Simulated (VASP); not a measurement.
Runs of VASP 6.6.1 on Sn. The structure is that of space group Fd-3m (No. 227), or close to it. The cells are those of the table. 

```tsv
task	cell	k mesh	cutoff (eV)	smearing	gap on the mesh (eV)	pressure (GPa)
single point	a = 4.677 Å, angles 60.0°, 2 atoms	12 × 12 × 12	520	fermi-dirac 0.15 eV	none	0.7
relaxation of cell and atoms	relaxed from a = 4.590 Å, angles 60.0°, 2 atoms	12 × 12 × 12	600	gaussian 0.1 eV	none	0.0
single point	a = 4.674 Å, angles 60.0°, 2 atoms	12 × 12 × 12	520	gaussian 0.1 eV	none	0.7
single point	a = 4.707 Å, angles 60.0°, 2 atoms	16 × 16 × 16	520	gaussian 0.15 eV	none	-0.1
single point	a = 4.707 Å, angles 60.0°, 2 atoms	12 × 12 × 12	520	gaussian 0.1 eV	none	-0.1
single point	a = 4.709 Å, angles 60.0°, 2 atoms	12 × 12 × 12	520	fermi-dirac 0.15 eV	none	0.0
single point	a = 4.740 Å, angles 60.0°, 2 atoms	12 × 12 × 12	520	fermi-dirac 0.15 eV	none	-0.7
single point	a = 4.737 Å, angles 60.0°, 2 atoms	12 × 12 × 12	520	gaussian 0.1 eV	none	-0.7
single point	a = 4.350 Å, angles 60.0°, 2 atoms	12 × 12 × 12	520	fermi-dirac 0.15 eV	(a)	14.9
single point	a = 4.707 Å, angles 60.0, 60.0, 90.0°, 2 atoms	8 × 8 × 10	520	gaussian 0.1 eV	none	-0.1
```

Alike in all rows: level PBE; potentials or basis VASP PAW PBE potentials, release 64 (Sn_d); no spin polarisation.

Task: Fill in the values left out.

Result: (a) 0.26.

Caveats: spin-orbit coupling is left out, which moves the levels of the heavy elements.

A k mesh can miss the band edges, and the runs leave out spin-orbit coupling on Sn.

A gap of «none» marks levels without a gap at the run's occupations.
